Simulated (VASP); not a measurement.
Here is a VASP 6.6.1 calculation.

Contents of INCAR:

```
PREC = Accurate ; ENCUT = 520
EDIFF = 1E-6 ; ISMEAR = -1
SIGMA = 0.1 ; LREAL = F
LASPH = T ; NELM = 80
ALGO = Normal ; ISIF = 2
LWAVE = F ; LCHARG = F
GGA = PE ; NBANDS = 11
```

KPOINTS

```
regular mesh
0
Gamma
  16 16 15
```

Contents of POSCAR:

```
Hf
1.0
    2.9959090579      0.0000000000      0.0000000000
   -1.4979545290      2.5945333516      0.0000000000
    0.0000000000      0.0000000000      3.0057373345
Hf
1
Direct
    0.0000000000      0.0000000000      0.0000000000
```

Potentials or basis: VASP PAW PBE potentials, release 64 (Hf_pv).

Launch:

```sh
$ cat potpaw_PBE.64/Hf_pv/POTCAR > POTCAR
$ mpirun -np 1 vasp_std > vasp.out
```

Q: Estimate the pressure.

A: -0.4 GPa.

Q: Estimate the band gap on the k mesh.

A: Zero (bands 5 and 6 overlap by 0.52 eV).

Stress tensor (GPa, compression positive):
```
-0.41  0.00  0.00
 0.00 -0.41  0.00
 0.00  0.00 -0.29
```

Caveat: spin-orbit coupling is left out, which moves the levels of the heavy elements.
